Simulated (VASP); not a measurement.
# C: relaxation of the atoms with PBEsol

C:

```
C
1.0
     2.49827    0.00000    0.00000
    -1.24913    2.16356    0.00000
     0.00000    0.00000    4.22300
C
4
Cartesian
  0.0000 1.4424 -0.0011
  1.2491 0.7212 2.1104
  0.0000 1.4424 1.5805
  1.2491 0.7212 3.6920
```

This cell differs from its parent crystal: strained cell.

```json
{
  "Program": "VASP 6.6.1",
  "Task": "relaxation of the atoms",
  "Functional": "PBEsol",
  "Potentials or basis": "VASP PAW PBE potentials, release 64 (C)",
  "Cutoff": "520 eV",
  "k mesh": "9 × 9 × 6",
  "Occupations": "gaussian, width 0.02 eV",
  "Spin": "no spin polarisation",
  "Dipole correction": "no",
  "Further INCAR settings": "ALGO = Normal; EDIFF = 1e-06; IBRION = 2; EDIFFG = -0.002; NSW = 60"
}
```

```yaml
Energy_gained_by_relaxing: 0.0 meV/atom
Ionic_steps: 3
Pressure_after_relaxing: -5.2 GPa
Band_gap_on_the_k_mesh: 3.08 eV (least direct gap 4.85 eV)
```

Stress tensor (GPa, compression positive):
```
  1.13   0.00   0.00
  0.00   1.13   0.00
  0.00   0.00 -17.99
```

Final structure:
```xyz
4
Lattice="2.4983 0.0000 0.0000 -1.2491 2.1636 0.0000 0.0000 0.0000 4.2230" Properties=species:S:1:pos:R:3 pbc="T T T"
C     0.0000    1.4424    4.2221
C     1.2491    0.7212    2.1106
C     0.0000    1.4424    1.5803
C     1.2491    0.7212    3.6918
```

Levels at points of the mesh, in eV from the valence-band top:
| k point | band 5 | band 6 | band 7 | band 8 | band 9 | band 10 | band 11 | band 12 |
| --- | --- | --- | --- | --- | --- | --- | --- | --- |
| (0.00, 0.00, 0.00) | -2.92 | -0.49 | 0.00 | 0.00 | 4.85 | 5.09 | 5.09 | 8.44 |
| (0.00, 0.00, 0.50) | -1.74 | -1.74 | -1.74 | -1.74 | 7.27 | 7.27 | 7.27 | 7.27 |

It took 32 s on 1 thread of Intel Xeon 8259CL (shared host), peak memory 0.13 GiB.

Caveat: the cell differs from its parent crystal (strained cell); the PAW data sets were made with another functional, which shifts forces and pressure a little; an odd mesh through Γ misses points on the zone boundary, where band edges can lie.
